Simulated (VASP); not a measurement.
Runs of VASP 6.6.1 on SiC. The structure is that of space group F-43m (No. 216), or close to it. The cells are those of the table. 

```csv
task,cell,cutoff (eV),k mesh for the DOS,occupations for the DOS,gap on the mesh (eV),pressure (GPa)
single point,"a = 3.001 Å, angles 60.0°, 2 atoms",520,-,-,(a),24.0
relaxation of cell and atoms,"relaxed from a = 3.097 Å, angles 60.0°, 2 atoms",600,-,-,(c),-0.1
single point,"a = 3.127 Å, angles 60.0°, 2 atoms",520,-,-,1.40,-5.9
single point,"a = 2.968 Å, angles 60.0°, 2 atoms",520,-,-,1.24,34.7
single point,"a = 3.034 Å, angles 60.0°, 2 atoms",520,-,-,1.31,14.8
single point,"a = 3.066 Å, angles 60.0°, 2 atoms",520,-,-,(b),6.8
single point,"a = 3.158 Å, angles 60.0°, 2 atoms",520,-,-,1.42,-11.0
```

Alike in all rows: level PBE; potentials or basis VASP PAW PBE potentials, release 64 (Si, C); no spin polarisation; k mesh 10 × 10 × 10; smearing gaussian 0.02 eV.

Question: Estimate the missing entries.

Answer: (a) 1.28; (b) 1.34; (c) 1.37.

Caveats: the relaxation stopped at its first step, so nothing moved (some runs).

A k mesh can miss the band edges.
